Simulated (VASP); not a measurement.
# Cr (Fm-3m) in VASP: further runs

Cr is run at these levels: r2SCAN; tasks: single point.

Everything below comes from runs of VASP 6.6.1. Logs are shortened: lines on timing, memory, paths and dates and some standing lists are left out, and cuts for length are marked.

## Step 1: The cell of the first run

It takes space group Fm-3m (No. 225, cubic). The conventional cell has a = 3.598 Å, b = 3.598 Å, c = 3.598 Å, α = 90.00°, β = 90.00°, γ = 90.00°. Within 3.4 Å of Cr (site symmetry m-3m) lie 12 Cr at 2.54 Å.

## Step 2: Single point, r2SCAN

POSCAR

```
Cr
1.0
    0.0000000000      1.7991902427      1.7991902427
    1.7991902427      0.0000000000      1.7991902427
    1.7991902427      1.7991902427      0.0000000000
Cr
1
Direct
    0.0000000000      0.0000000000      0.0000000000
```

INCAR.step1

```
PREC = Accurate
ENCUT = 550
ISMEAR = -1
SIGMA = 0.1
LREAL = False
LASPH = True
NELM = 120
NBANDS = 12
GGA = PE
ALGO = Normal
EDIFF = 1E-5
LWAVE = True
LCHARG = False
GGA_COMPAT = False
```

INCAR.step2

```
PREC = Accurate
ENCUT = 550
EDIFF = 1E-6
ISMEAR = -1
SIGMA = 0.1
LREAL = False
LASPH = True
NELM = 120
ALGO = Normal
ISIF = 2
LWAVE = False
LCHARG = True
METAGGA = R2SCAN
LMIXTAU = True
LELF = True
LVHAR = True
NBANDS = 12
ISTART = 1
GGA_COMPAT = False
```

KPOINTS

```
Automatic mesh
0
Gamma
  8 8 8
```

Potentials or basis: VASP PAW PBE potentials, release 64 (Cr_pv).

Command:

```sh
$ cat potpaw_PBE.64/Cr_pv/POTCAR > POTCAR
$ cp INCAR.step1 INCAR
$ mpirun -np 1 vasp_std > vasp.out
$ cp INCAR.step2 INCAR
$ mpirun -np 1 vasp_std > vasp.out
```

OUTCAR:

```text
PREC = Accurate
   ENCUT = 550
   EDIFF = 1E-6
   ISMEAR = -1
   LREAL = False
   LASPH = True
   NELM = 120
   ISIF = 2
   METAGGA = R2SCAN
   ISTART = 1

 ion  position               nearest neighbor table
   1  0.000  0.000  0.000-

  LATTYP: Found a face centered cubic cell.
 ALAT       =     3.5983804854

  Lattice vectors:

 A1 = (   0.0000000000,   1.7991902427,   1.7991902427)
 A2 = (   1.7991902427,   0.0000000000,   1.7991902427)
 A3 = (   1.7991902427,   1.7991902427,   0.0000000000)

Analysis of symmetry for initial positions (statically):
=====================================================================
 Subroutine PRICEL returns:
 Original cell was already a primitive cell.

 Routine SETGRP: Setting up the symmetry group for a
 face centered cubic supercell.

 Subroutine GETGRP returns: Found 48 space group operations
 (whereof 48 operations were pure point group operations)
 out of a pool of 48 trial point group operations.

The static configuration has the point symmetry O_h .

Analysis of symmetry for dynamics (positions and initial velocities):
=====================================================================
 Subroutine PRICEL returns:
 Original cell was already a primitive cell.

 Routine SETGRP: Setting up the symmetry group for a
 face centered cubic supercell.

 Subroutine GETGRP returns: Found 48 space group operations
 (whereof 48 operations were pure point group operations)
 out of a pool of 48 trial point group operations.

The dynamic configuration has the point symmetry O_h .

 Subroutine INISYM returns: Found 48 space group operations
 (whereof 48 operations are pure point group operations),
 and found     1 'primitive' translations

----------------------------------------------------------------------------------------

                                     Primitive cell

  volume of cell :      11.6483

  direct lattice vectors                    reciprocal lattice vectors
     0.000000000  1.799190243  1.799190243    -0.277902797  0.277902797  0.277902797
     1.799190243  0.000000000  1.799190243     0.277902797 -0.277902797  0.277902797
     1.799190243  1.799190243  0.000000000     0.277902797  0.277902797 -0.277902797

  length of vectors
     2.544439243  2.544439243  2.544439243     0.481341763  0.481341763  0.481341763

  position of ions in fractional coordinates (direct lattice)
     0.000000000  0.000000000  0.000000000

[... 75 lines left out ...]
   EDIFF  = 0.1E-05   stopping-criterion for ELM
   LREAL  =      F    real-space projection
   EDIFFG = 0.1E-04   stopping-criterion for IOM
   NSW    =      0    number of steps for IOM
   IBRION =     -1    ionic relax: 0-MD 1-quasi-New 2-CG
   NFREE  =      0    steps in history (QN), initial steepest desc. (CG)
   ISIF   =      2    stress and relaxation
   ISYM   =      2    0-nonsym 1-usesym 2-fastsym
   POTIM  = 0.5000    time-step for ionic-motion
   TEBEG  =    0.0;   TEEND  =   0.0 temperature during run
   PSTRESS=    0.0 pullay stress
   NELECT =      12.0000    total number of electrons
   NUPDOWN=      -1.0000    fix difference up-down
   EMIN   =  10.00;   EMAX   =-10.00  energy-range for DOS
   EFERMI =   0.00;   METHOD = LEGACY
   ISMEAR =    -1;   SIGMA  =   0.10  broadening in eV -4-tet -1-fermi 0-gaus
   EFERMI_NEDOS =   21; number of points for ismear=-14 and -15
   IALGO  =     38    algorithm
   IMIX   =      4    mixing-type and parameters
     AMIX     =   0.40;   BMIX     =  1.00
     AMIX_MAG =   1.60;   BMIX_MAG =  1.00
  volume/ion in A,a.u.               =      11.65        78.61
  Fermi-wavevector in a.u.,A,eV,Ry     =   1.653414  3.124499 37.195286  2.733776
  Thomas-Fermi vector in A             =   2.741856
   LORBIT       =      0    0 simple, 1 ext, 2 COOP (PROOUT), +10 PAW based schemes
   METAGGA = R2SCAN    functional components
   LHFCALC =     F    Hartree Fock is set to
   AEXX    =    0.0000 exact exchange contribution
   IVDW    =     0    specifies the selected vdW correction
   LEPSILON=     F    determine dielectric tensor
   LRPA    =     F    only Hartree local field effects (RPA)
 non-spin polarized calculation
  energy-cutoff  :      550.00
  volume of cell :       11.65
 maximum number of plane-waves:       360
   NGX =  9   NGY =  9   NGZ =  9

 number of electron      12.0000009 magnetization

 Free energy of the ion-electron system (eV)
  ---------------------------------------------------
  ext. energy  EPLUGINS =         0.00000000
  ---------------------------------------------------
  free energy    TOTEN  =       -14.38385804 eV

  energy without entropy =      -14.32904373  energy(sigma->0) =      -14.35645089

 E-fermi :  10.5210     XC(G=0): -14.9148

 val. band max:       10.5049262712   @ k =   0.2500   0.1250   0.0000
 cond. band min:      10.5798710981   @ k =  -0.1250   0.1250   0.0000
 fundamental gap:      0.0749448269
 Fermi energy:        10.5210036304

 k-point     1 :       0.0000    0.0000    0.0000
  band No.  band energies     occupation
      1     -33.4345      2.00000
      2     -33.4345      2.00000
      3     -33.4345      2.00000
      4       2.4214      2.00000
      5      10.0546      1.98132
      6      10.0546      1.98132
      7      10.0546      1.98132
      8      12.1115      0.00000
      9      12.1115      0.00000
     10      14.0402      0.00000
     11      31.0639      0.00000
     12      37.3508      0.00000
[... 331 lines left out ...]
 k-point    24 :      -0.3750    0.2500    0.1250
  band No.  band energies     occupation
      1     -34.2374      2.00000
      2     -33.7978      2.00000
      3     -33.6301      2.00000
      4       7.4940      2.00000
      5       8.5405      2.00000
      6       9.6528      1.99966
      7      11.0613      0.00897
      8      13.0840      0.00000
      9      13.9620      0.00000
     10      16.6943      0.00000
     11      20.4700      0.00000
     12      27.9255      0.00000

 [... further k-points ...]
[... 5 lines left out ...]
  --------------------------------------------------------------------------------------
  -------------------------------------------------------------------------------------
  Total        0.0964255      0.0964255      0.0964255      0.0000000      0.0000000      0.0000000
  in kB       13.2629871     13.2629871     13.2629871      0.0000000      0.0000000      0.0000000
  external PRESSURE =      13.2629871 kB  Pullay stress =       0.0000000 kB

 VOLUME and BASIS-vectors are now :
 -----------------------------------------------------------------------------
  energy-cutoff  :      550.00
  volume of cell :       11.65
      direct lattice vectors                 reciprocal lattice vectors
     0.000000000  1.799190243  1.799190243    -0.277902797  0.277902797  0.277902797
     1.799190243  0.000000000  1.799190243     0.277902797 -0.277902797  0.277902797
     1.799190243  1.799190243  0.000000000     0.277902797  0.277902797 -0.277902797

 POSITION                                       TOTAL-FORCE (eV/Angst)
 -----------------------------------------------------------------------------------
      0.00000      0.00000      0.00000         0.000000      0.000000      0.000000
 -----------------------------------------------------------------------------------
    total drift:                                0.000000      0.000000      0.000000

  FREE ENERGIE OF THE ION-ELECTRON SYSTEM (eV)
  ---------------------------------------------------
  free  energy   TOTEN  =       -14.3838580387 eV

  energy  without entropy=      -14.3290437319  energy(sigma->0) =      -14.35645089
```

OSZICAR.step1:

```text
N       E                     dE             d eps       ncg     rms          rms(c)
DAV:   1     0.799010215543E+02    0.79901E+02   -0.73788E+03   696   0.124E+03
DAV:   2    -0.936058677396E+01   -0.89262E+02   -0.86076E+02   708   0.299E+02
DAV:   3    -0.107171619910E+02   -0.13566E+01   -0.13456E+01   792   0.425E+01
DAV:   4    -0.107237679285E+02   -0.66059E-02   -0.66055E-02   752   0.309E+00
DAV:   5    -0.107238442247E+02   -0.76296E-04   -0.76295E-04   772   0.301E-01    0.124E+01
DAV:   6    -0.917781646819E+01    0.15460E+01   -0.38345E+00   732   0.345E+01    0.173E+00
DAV:   7    -0.915958299345E+01    0.18233E-01   -0.53016E-02   712   0.323E+00    0.918E-01
DAV:   8    -0.914891509621E+01    0.10668E-01   -0.25753E-03   756   0.822E-01    0.140E-01
DAV:   9    -0.914882011160E+01    0.94985E-04   -0.50619E-04   704   0.366E-01    0.400E-02
DAV:  10    -0.914882549663E+01   -0.53850E-05   -0.79664E-06   624   0.352E-02
   1 F= -.91488255E+01 E0= -.91175991E+01  d E =-.624527E-01
```

It took 21 s on 1 thread of Intel Xeon 6975P-C, shared host; peak memory 0.13 GiB.

What came out:

| Property | Result |
| --- | --- |
| Free energy | -14.3839 eV |
| Pressure | 1.3 GPa |
| Band gap on the k mesh | zero (band 6 reaches 13.34 eV, above the bottom of band 7 at 10.05 eV) |

Levels at points of the mesh, in eV from the Fermi level:
| k point | band 4 | band 5 | band 6 | band 7 | band 8 | band 9 |
| --- | --- | --- | --- | --- | --- | --- |
| (0.00, 0.00, 0.00) | -8.10 | -0.47 | -0.47 | -0.47 | 1.59 | 1.59 |
| (0.50, 0.00, 0.00) | -4.23 | -0.49 | -0.49 | 0.70 | 2.74 | 2.74 |
| (0.50, 0.50, 0.00) | -4.34 | -3.55 | 2.82 | 2.99 | 2.99 | 3.45 |

Caveat: the k points lie up to 0.38 Å⁻¹ apart; the PAW data sets were made with another functional, which shifts forces and pressure a little; the run has no spin polarisation, though such a crystal can be magnetic. Spin polarisation is off, so any magnetic state and its effect on volume and gap are missing.

## Step 3: Single point, r2SCAN

POSCAR

```
Cr
1.0
    0.0000000000      1.7991902402      1.7991902402
    1.7991902402      0.0000000000      1.7991902402
    1.7991902402      1.7991902402      0.0000000000
Cr
1
Direct
    0.0000000000      0.0000000000      0.0000000000
```

INCAR.step1

```
PREC = Accurate ; ENCUT = 520
ISMEAR = -1 ; SIGMA = 0.1
LREAL = False ; LASPH = True
NELM = 60 ; NBANDS = 12
GGA = PE ; ALGO = Normal
EDIFF = 1E-4 ; LWAVE = True
LCHARG = False
```

INCAR.step2

```
PREC = Accurate ; ENCUT = 520
EDIFF = 1E-6 ; ISMEAR = -1
SIGMA = 0.1 ; LREAL = False
LASPH = True ; NELM = 60
ALGO = Normal ; ISIF = 2
LWAVE = False ; LCHARG = False
METAGGA = R2SCAN ; LMIXTAU = True
NBANDS = 12 ; ISTART = 1
```

KPOINTS

```
regular mesh
0
Gamma
  15 15 15
```

Potentials or basis: VASP PAW PBE potentials, release 64 (Cr_pv).

Command:

```sh
$ cat potpaw_PBE.64/Cr_pv/POTCAR > POTCAR
$ cp INCAR.step1 INCAR
$ mpirun -np 1 vasp_std > vasp.out
$ cp INCAR.step2 INCAR
$ mpirun -np 1 vasp_std > vasp.out
```

OUTCAR:

```text
PREC = Accurate
   ENCUT = 520
   EDIFF = 1E-6
   ISMEAR = -1
   LREAL = False
   LASPH = True
   NELM = 60
   ISIF = 2
   METAGGA = R2SCAN
   ISTART = 1

 ion  position               nearest neighbor table
   1  0.000  0.000  0.000-

  LATTYP: Found a face centered cubic cell.
 ALAT       =     3.5983804804

  Lattice vectors:

 A1 = (   0.0000000000,   1.7991902402,   1.7991902402)
 A2 = (   1.7991902402,   0.0000000000,   1.7991902402)
 A3 = (   1.7991902402,   1.7991902402,   0.0000000000)

Analysis of symmetry for initial positions (statically):
=====================================================================
 Subroutine PRICEL returns:
 Original cell was already a primitive cell.

 Routine SETGRP: Setting up the symmetry group for a
 face centered cubic supercell.

 Subroutine GETGRP returns: Found 48 space group operations
 (whereof 48 operations were pure point group operations)
 out of a pool of 48 trial point group operations.

The static configuration has the point symmetry O_h .

Analysis of symmetry for dynamics (positions and initial velocities):
=====================================================================
 Subroutine PRICEL returns:
 Original cell was already a primitive cell.

 Routine SETGRP: Setting up the symmetry group for a
 face centered cubic supercell.

 Subroutine GETGRP returns: Found 48 space group operations
 (whereof 48 operations were pure point group operations)
 out of a pool of 48 trial point group operations.

The dynamic configuration has the point symmetry O_h .

 Subroutine INISYM returns: Found 48 space group operations
 (whereof 48 operations are pure point group operations),
 and found     1 'primitive' translations

----------------------------------------------------------------------------------------

                                     Primitive cell

[... 106 lines left out ...]
   IMIX   =      4    mixing-type and parameters
     AMIX     =   0.40;   BMIX     =  1.00
     AMIX_MAG =   1.60;   BMIX_MAG =  1.00
  volume/ion in A,a.u.               =      11.65        78.61
  Fermi-wavevector in a.u.,A,eV,Ry     =   1.653414  3.124499 37.195286  2.733776
  Thomas-Fermi vector in A             =   2.741856
   LORBIT       =      0    0 simple, 1 ext, 2 COOP (PROOUT), +10 PAW based schemes
   METAGGA = R2SCAN    functional components
   LHFCALC =     F    Hartree Fock is set to
   AEXX    =    0.0000 exact exchange contribution
   IVDW    =     0    specifies the selected vdW correction
   LEPSILON=     F    determine dielectric tensor
   LRPA    =     F    only Hartree local field effects (RPA)
 non-spin polarized calculation
  energy-cutoff  :      520.00
  volume of cell :       11.65
 maximum number of plane-waves:       331
   NGX =  9   NGY =  9   NGZ =  9

 number of electron      12.0000009 magnetization

 Free energy of the ion-electron system (eV)
  ---------------------------------------------------
  ext. energy  EPLUGINS =         0.00000000
  ---------------------------------------------------
  free energy    TOTEN  =       -14.37767703 eV

  energy without entropy =      -14.32360849  energy(sigma->0) =      -14.35064276

 E-fermi :  10.5763     XC(G=0): -14.9095

 val. band max:       10.5756802624   @ k =   0.2667   0.2000   0.0667
 cond. band min:      10.5957193849   @ k =   0.4667   0.0667   0.0000
 fundamental gap:      0.0200391225
 Fermi energy:        10.5763264393

 k-point     1 :       0.0000    0.0000    0.0000
  band No.  band energies     occupation
      1     -33.4047      2.00000
      2     -33.4047      2.00000
      3     -33.4047      2.00000
      4       2.4245      2.00000
      5      10.0745      1.98686
      6      10.0745      1.98685
      7      10.0745      1.98685
      8      12.1357      0.00000
      9      12.1357      0.00000
     10      14.0890      0.00000
     11      31.0641      0.00000
     12      37.3508      0.00000
[... 331 lines left out ...]
 k-point    24 :       0.2000    0.1333    0.0000
  band No.  band energies     occupation
      1     -33.6731      2.00000
      2     -33.4869      2.00000
      3     -33.4795      2.00000
      4       4.0280      2.00000
      5       9.1753      2.00000
      6      10.6467      0.66212
      7      10.7047      0.43375
      8      11.4235      0.00042
      9      12.4256      0.00000
     10      14.0868      0.00000
     11      31.0868      0.00000
     12      32.4071      0.00000

 [... further k-points ...]
[... 5 lines left out ...]
  --------------------------------------------------------------------------------------
  -------------------------------------------------------------------------------------
  Total        0.0557134      0.0557134      0.0557134     -0.0000000      0.0000000      0.0000000
  in kB        7.6631860      7.6631860      7.6631860     -0.0000000      0.0000000      0.0000000
  external PRESSURE =       7.6631860 kB  Pullay stress =       0.0000000 kB

 VOLUME and BASIS-vectors are now :
 -----------------------------------------------------------------------------
  energy-cutoff  :      520.00
  volume of cell :       11.65
      direct lattice vectors                 reciprocal lattice vectors
     0.000000000  1.799190240  1.799190240    -0.277902797  0.277902797  0.277902797
     1.799190240  0.000000000  1.799190240     0.277902797 -0.277902797  0.277902797
     1.799190240  1.799190240  0.000000000     0.277902797  0.277902797 -0.277902797

 POSITION                                       TOTAL-FORCE (eV/Angst)
 -----------------------------------------------------------------------------------
      0.00000      0.00000      0.00000         0.000000      0.000000      0.000000
 -----------------------------------------------------------------------------------
    total drift:                                0.000000      0.000000      0.000000

  FREE ENERGIE OF THE ION-ELECTRON SYSTEM (eV)
  ---------------------------------------------------
  free  energy   TOTEN  =       -14.3776770302 eV

  energy  without entropy=      -14.3236084874  energy(sigma->0) =      -14.35064276
```

OUTCAR.step1:

```text
PREC = Accurate
   ENCUT = 520
   ISMEAR = -1
   LREAL = False
   LASPH = True
   NELM = 60
[... 574 lines left out ...]
 POSITION                                       TOTAL-FORCE (eV/Angst)
 -----------------------------------------------------------------------------------
      0.00000      0.00000      0.00000         0.000000      0.000000      0.000000
 -----------------------------------------------------------------------------------
    total drift:                                0.000000      0.000000      0.000000

  FREE ENERGIE OF THE ION-ELECTRON SYSTEM (eV)
  ---------------------------------------------------
  free  energy   TOTEN  =        -9.1486760972 eV

  energy  without entropy=       -9.0910005635  energy(sigma->0) =       -9.11983833
```

OSZICAR.step1:

```text
N       E                     dE             d eps       ncg     rms          rms(c)
DAV:   1     0.808773087922E+02    0.80877E+02   -0.70347E+03  2880   0.120E+03
DAV:   2    -0.949231456543E+01   -0.90370E+02   -0.87107E+02  2912   0.296E+02
DAV:   3    -0.107141199579E+02   -0.12218E+01   -0.12144E+01  3292   0.411E+01
DAV:   4    -0.107203915698E+02   -0.62716E-02   -0.62714E-02  3116   0.298E+00
DAV:   5    -0.107204675111E+02   -0.75941E-04   -0.75941E-04  3212   0.300E-01    0.124E+01
DAV:   6    -0.917764234733E+01    0.15428E+01   -0.38533E+00  3040   0.348E+01    0.175E+00
DAV:   7    -0.915891265470E+01    0.18730E-01   -0.69061E-02  2952   0.383E+00    0.891E-01
DAV:   8    -0.914886175143E+01    0.10051E-01   -0.29455E-03  3172   0.841E-01    0.161E-01
DAV:   9    -0.914867255539E+01    0.18920E-03   -0.65677E-04  2924   0.420E-01    0.411E-02
DAV:  10    -0.914867609723E+01   -0.35418E-05   -0.11724E-05  1464   0.423E-02
   1 F= -.91486761E+01 E0= -.91198383E+01  d E =-.576755E-01
```

It took 2.1 min on 1 thread of Intel Xeon 8259CL, shared host; peak memory 0.14 GiB.

What came out:

```
Free energy            : -14.3777 eV
Pressure               : 0.8 GPa
Band gap on the k mesh : zero (band 6 reaches 13.36 eV, above the bottom of band 7 at 10.07 eV)
```

Caveat: the PAW data sets were made with another functional, which shifts forces and pressure a little; the run has no spin polarisation, though such a crystal can be magnetic. Spin polarisation is off, so any magnetic state and its effect on volume and gap are missing.
